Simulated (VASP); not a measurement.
Here is a VASP 6.6.1 calculation.

The input INCAR:

```
ALGO = Normal
EDIFF = 1E-6
ENCUT = 600
GGA = PE
GGA_COMPAT = F
ISIF = 2
ISMEAR = 0
LASPH = T
LCHARG = F
LREAL = F
LWAVE = F
NBANDS = 20
NELM = 120
PREC = Accurate
SIGMA = 0.2
```

The input KPOINTS:

```
k-points
0
Gamma
  4 6 3
```

The input POSCAR:

```
TeO
1.0
    4.0148513228      0.0000000000      0.0000000000
    0.0000000000      3.0681605242      0.0000000000
    0.0000000000      0.0000000000      6.2790631848
Te O
2 2
Direct
    0.7500000000      0.5000000000      0.7493725090
    0.2500000000      0.5000000000      0.2506274910
    0.7500000000      0.5000000000      0.1598312595
    0.2500000000      0.5000000000      0.8401687405
```

Potentials or basis: VASP PAW PBE potentials, release 64 (Te, O).

The run is started by

```sh
$ cat potpaw_PBE.64/Te/POTCAR potpaw_PBE.64/O/POTCAR > POTCAR
$ mpirun -np 1 vasp_std > vasp.out
```

(1) Predict the band gap on the k mesh.

(2) Predict the pressure.

(3) Estimate the largest force.

Results:

(1) zero (bands 12 and 13 overlap by 1.96 eV).

(2) -0.6 GPa.

(3) 0.061 eV/Å.

Caveat: the k points lie up to 0.39 Å⁻¹ apart, too coarse for converged energies and pressures of a metal; spin-orbit coupling is left out, which moves the levels of the heavy elements; this functional lacks dispersion, which binds layers or chains, so the pressure and a relaxed spacing across them are unreliable.
